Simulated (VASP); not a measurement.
# Ti2BeO3 (P6/mmm) in VASP: single point with PBE

Aim: the single point of Ti2BeO3 with PBE.

Program: VASP 6.6.1. These are calculated values, not measurements. Logs are shortened: lines on timing, memory, paths and dates and some standing lists are left out, and cuts for length are marked.

### Step 1. The cell of the first run

The structure is hexagonal, space group P6/mmm (No. 191). The conventional cell has a = 5.382 Å, b = 5.382 Å, c = 2.667 Å, α = 90.00°, β = 90.00°, γ = 120.00°. Ti (site symmetry -6m2) has 6 O at 2.05 Å and 2 Ti at 2.67 Å within 2.7 Å. Within 3.5 Å of Be (site symmetry 6/mmm) lie 2 Be at 2.67 Å and 12 O at 3.00 Å and 6 Ti at 3.11 Å. O (site symmetry mmm) has 4 Ti at 2.05 Å and 6 O at 2.67 to 2.69 Å within 2.7 Å.

### Step 2. Single point, PBE

Input file INCAR:

```
  PREC = Accurate
  ENCUT = 520
  EDIFF = 1E-7
  ISMEAR = 0
  SIGMA = 0.1
  LREAL = False
  LASPH = True
  NELM = 100
  ALGO = Normal
  ISIF = 2
  LWAVE = False
  LCHARG = False
  GGA = PE
  NBANDS = 31
```

Input file KPOINTS:

```
regular mesh
0
Gamma
  6 6 6
```

Input file POSCAR:

```
Ti2BeO3
1.0
    5.3824173255      0.0000000000      0.0000000000
   -2.6912086628      4.6613101377      0.0000000000
    0.0000000000      0.0000000000      2.6672395965
Ti Be O
2 1 3
Direct
    0.3333333333      0.6666666667      0.0000000000
    0.6666666667      0.3333333333      0.0000000000
    0.0000000000      0.0000000000      0.0000000000
    0.5000000000      0.0000000000      0.5000000000
    0.5000000000      0.5000000000      0.5000000000
    0.0000000000      0.5000000000      0.5000000000
```

Potentials or basis: VASP PAW PBE potentials, release 64 (Ti_sv, Be, O).

Launch:

```bash
> cat potpaw_PBE.64/Ti_sv/POTCAR potpaw_PBE.64/Be/POTCAR potpaw_PBE.64/O/POTCAR > POTCAR
> mpirun -np 1 vasp_std > vasp.out
```

OUTCAR:

```text
PREC = Accurate
   ENCUT = 520
   EDIFF = 1E-7
   ISMEAR = 0
   LREAL = False
   LASPH = True
   NELM = 100
   ISIF = 2
   GGA = PE

 ion  position               nearest neighbor table
   1  0.333  0.667  0.000-   6 2.05   6 2.05   4 2.05   4 2.05   5 2.05   5 2.05
   2  0.667  0.333  0.000-   6 2.05   6 2.05   4 2.05   4 2.05   5 2.05   5 2.05
   3  0.000  0.000  0.000-
   4  0.500  0.000  0.500-   1 2.05   2 2.05   1 2.05   2 2.05
   5  0.500  0.500  0.500-   1 2.05   2 2.05   1 2.05   2 2.05
   6  0.000  0.500  0.500-   1 2.05   2 2.05   1 2.05   2 2.05

  LATTYP: Found a hexagonal cell.
 ALAT       =     5.3824173255
 C/A-ratio  =     0.4955467841

  Lattice vectors:

 A1 = (   5.3824173255,   0.0000000000,   0.0000000000)
 A2 = (  -2.6912086628,   4.6613101377,   0.0000000000)
 A3 = (   0.0000000000,   0.0000000000,   2.6672395965)

Analysis of symmetry for initial positions (statically):
=====================================================================
 Subroutine PRICEL returns:
 Original cell was already a primitive cell.

 Routine SETGRP: Setting up the symmetry group for a
 hexagonal supercell.

 Subroutine GETGRP returns: Found 24 space group operations
 (whereof 24 operations were pure point group operations)
 out of a pool of 24 trial point group operations.

The static configuration has the point symmetry D_6h.

Analysis of symmetry for dynamics (positions and initial velocities):
=====================================================================
 Subroutine PRICEL returns:
 Original cell was already a primitive cell.

 Routine SETGRP: Setting up the symmetry group for a
 hexagonal supercell.

 Subroutine GETGRP returns: Found 24 space group operations
 (whereof 24 operations were pure point group operations)
 out of a pool of 24 trial point group operations.

The dynamic configuration has the point symmetry D_6h.

 Subroutine INISYM returns: Found 24 space group operations
 (whereof 24 operations are pure point group operations),
 and found     1 'primitive' translations

----------------------------------------------------------------------------------------

                                     Primitive cell

  volume of cell :      66.9187

  direct lattice vectors                    reciprocal lattice vectors
     5.382417325  0.000000000  0.000000000     0.185790127  0.107265980  0.000000000
[... 95 lines left out ...]
   LREAL  =      F    real-space projection
   EDIFFG = 0.1E-05   stopping-criterion for IOM
   NSW    =      0    number of steps for IOM
   IBRION =     -1    ionic relax: 0-MD 1-quasi-New 2-CG
   NFREE  =      0    steps in history (QN), initial steepest desc. (CG)
   ISIF   =      2    stress and relaxation
   ISYM   =      2    0-nonsym 1-usesym 2-fastsym
   POTIM  = 0.5000    time-step for ionic-motion
   TEBEG  =    0.0;   TEEND  =   0.0 temperature during run
   PSTRESS=    0.0 pullay stress
   NELECT =      44.0000    total number of electrons
   NUPDOWN=      -1.0000    fix difference up-down
   EMIN   =  10.00;   EMAX   =-10.00  energy-range for DOS
   EFERMI =   0.00;   METHOD = LEGACY
   ISMEAR =     0;   SIGMA  =   0.10  broadening in eV -4-tet -1-fermi 0-gaus
   EFERMI_NEDOS =   21; number of points for ismear=-14 and -15
   IALGO  =     38    algorithm
   IMIX   =      4    mixing-type and parameters
     AMIX     =   0.40;   BMIX     =  1.00
     AMIX_MAG =   1.60;   BMIX_MAG =  1.00
  volume/ion in A,a.u.               =      11.15        75.26
  Fermi-wavevector in a.u.,A,eV,Ry     =   1.423563  2.690143 27.572624  2.026531
  Thomas-Fermi vector in A             =   2.544147
   LORBIT       =      0    0 simple, 1 ext, 2 COOP (PROOUT), +10 PAW based schemes
   GGA     = PE    functional components
   LHFCALC =     F    Hartree Fock is set to
   AEXX    =    0.0000 exact exchange contribution
   IVDW    =     0    specifies the selected vdW correction
   LEPSILON=     F    determine dielectric tensor
   LRPA    =     F    only Hartree local field effects (RPA)
 non-spin polarized calculation
 Gauss-broadening in eV      SIGMA  =   0.10
  energy-cutoff  :      520.00
  volume of cell :       66.92
 maximum number of plane-waves:      1822
   NGX = 21   NGY = 21   NGZ =  9

 number of electron      44.0000005 magnetization

 Free energy of the ion-electron system (eV)
  ---------------------------------------------------
  ext. energy  EPLUGINS =         0.00000000
  ---------------------------------------------------
  free energy    TOTEN  =       -45.29893589 eV

  energy without entropy =      -45.27486185  energy(sigma->0) =      -45.28689887

 E-fermi :   7.5951     XC(G=0): -11.1572

 val. band max:        7.5840437252   @ k =   0.1667   0.0000   0.3333
 cond. band min:       7.6185704061   @ k =   0.3333   0.1667   0.1667
 fundamental gap:      0.0345266808
 Fermi energy:         7.5950669195

 k-point     1 :       0.0000    0.0000    0.0000
  band No.  band energies     occupation
      1     -51.0637      2.00000
      2     -51.0276      2.00000
      3     -27.5324      2.00000
      4     -27.5324      2.00000
      5     -27.2930      2.00000
      6     -27.2930      2.00000
[... 805 lines left out ...]
     30      10.4535      0.00000
     31      11.0331      0.00000

 [... further k-points ...]

------------------------ aborting loop because EDIFF is reached ----------------------------------------

  FORCE on cell =-STRESS in cart. coord.  units (eV):
  Direction    XX          YY          ZZ          XY          YZ          ZX
  --------------------------------------------------------------------------------------
  -------------------------------------------------------------------------------------
  Total        0.2169990      0.2169990      0.2001918     -0.0000000      0.0000000      0.0000000
  in kB        5.1954239      5.1954239      4.7930228     -0.0000000      0.0000000      0.0000000
  external PRESSURE =       5.0612902 kB  Pullay stress =       0.0000000 kB

 VOLUME and BASIS-vectors are now :
 -----------------------------------------------------------------------------
  energy-cutoff  :      520.00
  volume of cell :       66.92
      direct lattice vectors                 reciprocal lattice vectors
     5.382417325  0.000000000  0.000000000     0.185790127  0.107265980  0.000000000
    -2.691208663  4.661310138  0.000000000     0.000000000  0.214531960  0.000000000
     0.000000000  0.000000000  2.667239596     0.000000000  0.000000000  0.374919449

 POSITION                                       TOTAL-FORCE (eV/Angst)
 -----------------------------------------------------------------------------------
     -0.00000      3.10754      0.00000         0.000000      0.000000      0.000000
      2.69121      1.55377      0.00000        -0.000000      0.000000      0.000000
      0.00000      0.00000      0.00000         0.000000      0.000000      0.000000
      2.69121      0.00000      1.33362         0.000000      0.000000      0.000000
      1.34560      2.33066      1.33362         0.000000      0.000000      0.000000
     -1.34560      2.33066      1.33362         0.000000      0.000000      0.000000
 -----------------------------------------------------------------------------------
    total drift:                                0.000000     -0.000000     -0.000000

  FREE ENERGIE OF THE ION-ELECTRON SYSTEM (eV)
  ---------------------------------------------------
  free  energy   TOTEN  =       -45.2989358934 eV

  energy  without entropy=      -45.2748618466  energy(sigma->0) =      -45.28689887
```

OSZICAR:

```text
N       E                     dE             d eps       ncg     rms          rms(c)
DAV:   1     0.584142647402E+03    0.58414E+03   -0.22667E+04  1744   0.165E+03
DAV:   2     0.311608154532E+02   -0.55298E+03   -0.52035E+03  1884   0.498E+02
DAV:   3    -0.519986271946E+02   -0.83159E+02   -0.81980E+02  2452   0.181E+02
DAV:   4    -0.570959647585E+02   -0.50973E+01   -0.50755E+01  2648   0.420E+01
DAV:   5    -0.573419182588E+02   -0.24595E+00   -0.24588E+00  2196   0.650E+00    0.263E+01
DAV:   6    -0.472644423180E+02    0.10077E+02   -0.91078E+01  2315   0.756E+01    0.135E+01
DAV:   7    -0.456577217441E+02    0.16067E+01   -0.25135E+01  2382   0.374E+01    0.850E+00
DAV:   8    -0.453481968959E+02    0.30952E+00   -0.10314E+00  2291   0.872E+00    0.443E+00
DAV:   9    -0.453720212056E+02   -0.23824E-01   -0.89389E-01  2681   0.795E+00    0.251E+00
DAV:  10    -0.452978310988E+02    0.74190E-01   -0.26113E-01  2327   0.462E+00    0.615E-01
DAV:  11    -0.452999126623E+02   -0.20816E-02   -0.20629E-02  2052   0.113E+00    0.387E-01
DAV:  12    -0.452989755077E+02    0.93715E-03   -0.27753E-03  2393   0.376E-01    0.647E-02
DAV:  13    -0.452989561627E+02    0.19345E-04   -0.40550E-04  2222   0.127E-01    0.371E-02
DAV:  14    -0.452989379652E+02    0.18197E-04   -0.14119E-04  2388   0.930E-02    0.174E-02
DAV:  15    -0.452989363578E+02    0.16074E-05   -0.12123E-05  2194   0.324E-02    0.644E-03
DAV:  16    -0.452989358712E+02    0.48662E-06   -0.29120E-06  2249   0.103E-02    0.168E-03
DAV:  17    -0.452989358934E+02   -0.22193E-07   -0.15410E-07  1563   0.363E-03
   1 F= -.45298936E+02 E0= -.45286899E+02  d E =-.240740E-01
```

Run time: 68 s. Hardware: 1 thread of Intel Xeon Platinum 8175M at 2.50GHz (Skylake/Cascade Lake), shared host; peak memory 0.2 GiB.

What came out:

```yaml
Free_energy: -45.2989 eV
Pressure: 0.5 GPa
Band_gap_on_the_k_mesh: zero (band 22 reaches 7.80 eV, above the bottom of band 23 at 6.32 eV)
```

Levels at points of the mesh, in eV from the Fermi level:
```
           k point  band 19  band 20  band 21  band 22  band 23  band 24  band 25  band 26
(0.00, 0.00, 0.00)    -4.35    -4.10    -3.85    -1.93     0.05     0.05     0.52     0.94
(0.50, 0.00, 0.00)    -4.81    -4.65    -2.00    -1.87    -0.17     0.41     0.95     1.00
(0.00, 0.00, 0.50)    -4.37    -3.30    -0.96    -0.96    -0.33     0.86     1.05     1.05
(0.50, 0.00, 0.50)    -4.90    -3.71    -1.54    -0.05     0.37     0.53     0.72     1.79
```

Caveat: the k points lie up to 0.39 Å⁻¹ apart; semilocal functionals often make such compounds metallic where correlation or magnetic order opens a gap, which also shifts bond lengths.
